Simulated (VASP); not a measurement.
## BaTe: single point with PBE

The system is BaTe.

```
Ba Te
1.0
     0.00000    3.53334    3.53334
     3.53334    0.00000    3.53334
     3.53334    3.53334    0.00000
Ba Te
1 1
Direct
  0.50000 0.50000 0.50000
  0.00000 0.00000 0.00000
```

```yaml
Program: VASP 6.6.1
Task: single point
Functional: PBE
Potentials_or_basis: VASP PAW PBE potentials, release 64 (Ba_sv, Te)
Cutoff: 520 eV
k_mesh: 8 × 8 × 8
Occupations: gaussian, width 0.02 eV
Spin: no spin polarisation
```

```
Pressure               : 0.3 GPa
Band gap on the k mesh : 1.58 eV (least direct gap 1.96 eV)
```

Levels at points of the mesh, in eV from the valence-band top:
```
           k point  band 6  band 7  band 8  band 9  band 10  band 11
(0.00, 0.00, 0.00)    0.00    0.00    0.00    2.80     2.94     2.94
(0.50, 0.00, 0.00)   -2.16   -1.07   -1.07    4.15     4.69     4.83
(0.50, 0.50, 0.00)   -1.12   -0.38   -0.38    1.58     4.38     4.52
```

Run time: 48 s on 1 thread of Intel(R) Xeon(R) Platinum 8488C (Sapphire Rapids) (shared host), peak memory 0.25 GiB.

Caveat: spin-orbit coupling is left out, which moves the levels of the heavy elements. A k mesh can miss the band edges.
